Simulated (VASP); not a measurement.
A run of VASP 6.6.1:

Contents of INCAR:

```
SYSTEM = Cs4Zn
PREC = Accurate
ENCUT = 520
EDIFF = 1E-6
ISMEAR = 0
SIGMA = 0.1
LREAL = .False.
LASPH = .True.
NELM = 80
ALGO = Fast
ISIF = 2
LWAVE = .False.
LCHARG = .False.
GGA = PE
NBANDS = 32
```

KPOINTS

```
Automatic mesh
0
Gamma
  6 6 6
  0 0 0
```

The input POSCAR:

```
Cs4Zn
1.0
    7.9475443254      0.0000000000      0.0000000000
    0.0000000000      7.9475443254      0.0000000000
    0.0000000000      0.0000000000      7.9475443254
Cs Zn
4 1
Direct
    0.5000000000      0.0000000000      0.0000000000
    0.0000000000      0.5000000000      0.0000000000
    0.0000000000      0.0000000000      0.5000000000
    0.5000000000      0.5000000000      0.5000000000
    0.0000000000      0.0000000000      0.0000000000
```

Potentials or basis: VASP PAW PBE potentials, release 64 (Cs_sv, Zn).

The run is started by

```sh
$ cat potpaw_PBE.64/Cs_sv/POTCAR potpaw_PBE.64/Zn/POTCAR > POTCAR
$ mpirun -np 1 vasp_std > vasp.out
```

Hardware: 1 thread of AMD EPYC 7R13 Processor (Zen 3) (shared host).

**Question.** Estimate the wall time of this run.

**Answer.** Wall time 3.6 min on 1 thread of AMD EPYC 7R13 Processor (Zen 3), with other jobs on the host, peak memory 0.62 GiB. Counts: scf iterations 13, k points 20.
